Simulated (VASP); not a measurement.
Wanted: the native input for a VASP 6.6.1 run.

* Task: relaxation of cell and atoms
* Functional: PBE
* Potentials or basis: VASP PAW PBE potentials, release 64 (Ta_pv, Si)
* Cutoff: 600 eV
* k mesh: 6 × 6 × 4
* Occupations: gaussian, width 0.1 eV
* Spin: no spin polarisation
* Dipole correction: no
* Further INCAR settings: ALGO = Normal; EDIFF = 1e-06; IBRION = 2; EDIFFG = -0.04; NSW = 90; ISIF = 3

The structure of TaSi2 lies in POSCAR:

```
TaSi2
1.0
    3.1162687500      0.0000000000      0.0000000000
   -1.5581343700      2.6987679000      0.0000000000
    0.0000000000      0.0000000000      6.6151951800
Ta Si
1 2
Direct
    0.0000000000      0.0000000000      0.5000000000
    0.3333333300      0.6666666700      0.0000000000
    0.6666666700      0.3333333300      0.0000000000
```

The input as run:

INCAR

```
SYSTEM = TaSi2
PREC = Accurate
ENCUT = 600
EDIFF = 1E-6
ISMEAR = 0
SIGMA = 0.1
LREAL = .FALSE.
LASPH = .TRUE.
NELM = 100
ALGO = Normal
ISIF = 3
LWAVE = .FALSE.
LCHARG = .FALSE.
GGA = PE
IBRION = 2
NSW = 90
EDIFFG = -0.04
```

KPOINTS

```
Automatic mesh
0
G
  6 6 4
  0 0 0
```

Potentials or basis: VASP PAW PBE potentials, release 64 (Ta_pv, Si).

Command:

```sh
$ cat potpaw_PBE.64/Ta_pv/POTCAR potpaw_PBE.64/Si/POTCAR > POTCAR
$ mpirun -np 1 vasp_std > vasp.out
```

It gave:

| Quantity | Value |
| --- | --- |
| Relaxed volume | 14.65 Å³/atom |
| Relaxed cell | a = 4.326 Å, b = 4.326 Å, c = 2.711 Å, α = 90.00°, β = 90.00°, γ = 120.00° |
| Space group after relaxing (to 0.05 Å) | P6/mmm (No. 191) |
| Energy gained by relaxing | 3783.4 meV/atom |
| Ionic steps | 19 |
| Pressure after relaxing | 0.2 GPa |

Caveat: the k points lie up to 0.58 Å⁻¹ apart in the final cell; the volume moved by over 15 % at a fixed basis, so the end points are rough.

Run time: 4.2 min on 1 thread of Intel(R) Xeon(R) Platinum 8488C (Sapphire Rapids), on a shared host, peak memory 0.22 GiB.
